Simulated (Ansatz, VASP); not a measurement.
## MnSi in VASP and in Ansatz

```
Mn Si
1.0
     4.55603    0.00000    0.00000
     0.00000    4.55603    0.00000
     0.00000    0.00000    4.55603
Mn Si
4 4
Direct
  0.13918 0.13918 0.13918
  0.36082 0.86082 0.63918
  0.63918 0.36082 0.86082
  0.86082 0.63918 0.36082
  0.84539 0.84539 0.84539
  0.65461 0.15461 0.34539
  0.34539 0.65461 0.15461
  0.15461 0.34539 0.65461
```

Alike in both runs: functional r2SCAN; k mesh 8 × 8 × 8; occupations gaussian, width 0.05 eV; collinear spin.

Ansatz relaxed the structure, and its values are those at the end. VASP's run is a single point on that final structure, the one shown.

```csv
,VASP,Ansatz
version,VASP 6.6.1,Ansatz 0.2.0
potentials or method,"VASP PAW PBE potentials, release 64 (Mn_pv, Si), cutoff 520 eV","scalar-relativistic, plane waves, PAW"
valence electrons in the cell,68,76
```

VASP gave:

| Item | Value |
| --- | --- |
| gap on the k mesh at the Fermi level (eV) | none |
| pressure (GPa) | -10.3 |
| rms of the force components (eV/Å) | 0.221 |
| net moment per atom (μB) | 0.51 |
| size of the moment on the site where the two differ most (μB) | 1.17 |

Problem. What did Ansatz give for the same quantities?

Solution. gap on the k mesh at the Fermi level (eV): none; pressure (GPa): -0.1; rms of the force components (eV/Å): 0.005; net moment per atom (μB): 1.01; size of the moment on the site where the two differ most (μB): 2.18.

The net moments are unlike, so the other rows may belong to different states. VASP's potentials were made for PBE, not for r2SCAN. Site moments also hang on the region over which each program counts them. A gap of «none» marks a metal or a gap that the smearing closes. VASP's potentials hold 68 valence electrons a cell and Ansatz's 76, so a difference there can come from the potentials and not from the codes. Ansatz's warnings: stress scf threshold loose.
